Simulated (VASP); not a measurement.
A run of VASP 6.6.1:

Contents of INCAR:

```
ALGO     = Normal         # electronic algorithm
EDIFF    = 1E-6           # SCF threshold, eV
ENCUT    = 520            # plane-wave cutoff, eV
GGA      = CA             # functional
ISIF     = 2              # what is computed and relaxed
ISMEAR   = -1             # smearing method
LASPH    = T              # aspherical terms in the spheres
LCHARG   = F              # write CHGCAR
LREAL    = Auto         
LWAVE    = F              # write WAVECAR
NBANDS   = 66             # bands
NELM     = 100            # most SCF steps
PREC     = Accurate       # precision mode
SIGMA    = 0.02           # smearing width, eV
```

Contents of KPOINTS:

```
k-points
0
Gamma
  2 2 1
```

The input POSCAR:

```
MgO
1.0
    6.1010590000      0.0000000000      0.0000000000
    3.0505290000      5.2836720000      0.0000000000
    0.0000000000      0.0000000000     19.2268670000
Mg O
12 12
Direct
    0.0000000000      0.0000000000      0.0520105538
    0.0000092254      0.4999931866      0.0520105538
    0.4999951648      0.0000000000      0.0520105538
    0.5000043902      0.4999931866      0.0520105538
    0.6834783600      0.6342369473      0.1863122057
    0.6817359646      0.1466593687      0.1812359757
    0.1610508224      0.6750040502      0.1864318300
    0.1708524787      0.1873507667      0.1832019746
    0.3464920836      0.3087436162      0.3109815031
    0.3392982158      0.8412709949      0.3195216361
    0.8395955656      0.3225597653      0.3102845617
    0.8208180599      0.8377696420      0.3073303622
    0.3333305588      0.8333409038      0.1167844974
    0.3333307966      0.3333287910      0.1167844974
    0.8333257236      0.8333409038      0.1167844974
    0.8333423519      0.3333287910      0.1167844974
    1.0140363110      0.5133551061      0.2327004186
    1.0028941452      0.0200239530      0.2299802667
    0.5124491025      0.4544188209      0.2355453959
    0.4870090434      0.0077786812      0.2411729378
    0.6588800583      0.1649988871      0.3612341002
    0.6649429466      0.6602605158      0.3393688634
    0.1867465676      0.1576933617      0.3588676200
    0.1267962067      0.7180423009      0.3531464591
```

Potentials or basis: VASP PAW LDA potentials, release 64 (Mg, O).

Command:

```console
$ cat potpaw_LDA.64/Mg/POTCAR potpaw_LDA.64/O/POTCAR > POTCAR
$ mpirun -np 1 vasp_std > vasp.out
```

Hardware: 1 thread of Intel(R) Xeon(R) 6975P-C (Granite Rapids), with other jobs on the host.

Task: Estimate the wall time of this run.

Result: Wall time 4.6 min on 1 thread of Intel(R) Xeon(R) 6975P-C (Granite Rapids) (shared host), peak memory 0.56 GiB. Counts: scf iterations 41, k points 4.
